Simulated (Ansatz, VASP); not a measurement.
## Co: VASP beside Ansatz

```
CELL_PARAMETERS angstrom
2.36550 0.00000 0.00000
0.00000 2.36550 0.00000
0.00000 0.00000 2.36550
ATOMIC_POSITIONS crystal
Co 0.00000 0.00000 0.00000
```

Alike in both runs: task single point; functional RPBE; k mesh 15 × 15 × 15; occupations fermi-dirac, width 0.05 eV; collinear spin.

|  | VASP | Ansatz |
| --- | --- | --- |
| version | VASP 6.6.1 | Ansatz 0.2.0 |
| potentials or method | VASP PAW PBE potentials, release 64 (Co), cutoff 520 eV | plane waves (420 eV) with PAW, scalar-relativistic |
| valence electrons in the cell | 9 | 17 |

Ansatz gave:

```
pressure (GPa)                                                : 0.1
net moment per atom (μB)                                      : 1.92
size of the moment on the site where the two differ most (μB) : 1.94
```

**Question.** Which values does VASP return?

**Answer.** Pressure (GPa): -0.6; net moment per atom (μB): 1.89; size of the moment on the site where the two differ most (μB): 1.91.

VASP's potentials were made for PBE, not for RPBE. Site moments also hang on the region over which each program counts them. VASP's potentials hold 9 valence electrons a cell and Ansatz's 17, so a difference there can come from the potentials and not from the codes.
